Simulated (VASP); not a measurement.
Here is a VASP 6.6.1 calculation.

Contents of POSCAR:

```
AlN
1.0
   -3.1110021516      0.0000000000      0.0000000000
   -1.5555010758     -2.6942068945      0.0000000000
    0.0000000000      0.0000000000      9.6560000000
Al N
4 4
Direct
    0.3333333333      0.3333333333      0.9318283969
    0.3333333333      0.3333333333      0.4162940141
    0.6666666667      0.6666666667      0.1585268227
    0.6666666667      0.6666666667      0.6740612055
    0.3333333333      0.3333333333      0.0992403687
    0.3333333333      0.3333333333      0.6147747514
    0.6666666667      0.6666666667      0.3570075601
    0.6666666667      0.6666666667      0.8725419428
```

Contents of INCAR.step1:

```
SYSTEM = AlN
PREC = Accurate
ENCUT = 520
ISMEAR = 0
SIGMA = 0.05
LREAL = .FALSE.
LASPH = .TRUE.
NELM = 80
NBANDS = 26
GGA = PE
ALGO = Normal
EDIFF = 1E-4
LWAVE = .TRUE.
LCHARG = .FALSE.
```

File INCAR.step2:

```
SYSTEM = AlN
PREC = Accurate
ENCUT = 520
EDIFF = 1E-6
ISMEAR = 0
SIGMA = 0.05
LREAL = .FALSE.
LASPH = .TRUE.
NELM = 80
ALGO = Normal
ISIF = 2
LWAVE = .FALSE.
LCHARG = .FALSE.
METAGGA = R2SCAN
LMIXTAU = .TRUE.
NBANDS = 26
ISTART = 1
```

File KPOINTS:

```
Automatic mesh
0
G
  8 8 3
  0 0 0
```

Potentials or basis: VASP PAW PBE potentials, release 64 (Al, N).

Command:

```bash
$ cat potpaw_PBE.64/Al/POTCAR potpaw_PBE.64/N/POTCAR > POTCAR
$ cp INCAR.step1 INCAR
$ mpirun -np 1 vasp_std > vasp.out
$ cp INCAR.step2 INCAR
$ mpirun -np 1 vasp_std > vasp.out
```

(1) What does it give for the band gap on the k mesh?

(2) Predict the largest force.

(3) What does it give for the pressure?

Answers

(1) 5.04 eV, direct.

(2) 7.684 eV/Å.

(3) 9.3 GPa.

Caveat: the PAW data sets were made with another functional, which shifts forces and pressure a little.
